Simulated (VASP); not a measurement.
Here is a VASP 6.6.1 calculation.

The input INCAR:

```
SYSTEM = Sn
ALGO = Fast
EDIFF = 1E-7
ENCUT = 520
GGA = PS
ISIF = 2
ISMEAR = 0
LASPH = .True.
LCHARG = .False.
LREAL = .False.
LWAVE = .False.
NBANDS = 13
NELM = 100
PREC = Accurate
SIGMA = 0.15
```

File KPOINTS:

```
k-points
0
Gamma
  18 18 18
  0 0 0
```

File POSCAR:

```
Sn
1.0
   -2.0462239647      2.0462239647      1.9704378920
    2.0462239647     -2.0462239647      1.9704378920
    2.0462239647      2.0462239647     -1.9704378920
Sn
1
Direct
    0.0000000000      0.0000000000      0.0000000000
```

Potentials or basis: VASP PAW PBE potentials, release 64 (Sn_d).

Command:

```console
$ cat potpaw_PBE.64/Sn_d/POTCAR > POTCAR
$ mpirun -np 1 vasp_std > vasp.out
```

Task: What does it give for the band gap on the k mesh?

Result: Zero (band 7 reaches 12.05 eV, above the bottom of band 8 at 3.94 eV).

Task: Estimate the pressure.

Result: -7.6 GPa.

Stress tensor (GPa, compression positive):
```
-7.36  0.00  0.00
 0.00 -7.36  0.00
 0.00  0.00 -8.03
```

Caveat: the cell differs from its parent crystal (strain +0.080 along x and y, +0.040 along z); the PAW data sets were made with another functional, which shifts forces and pressure a little; spin-orbit coupling is left out, which moves the levels of the heavy elements.
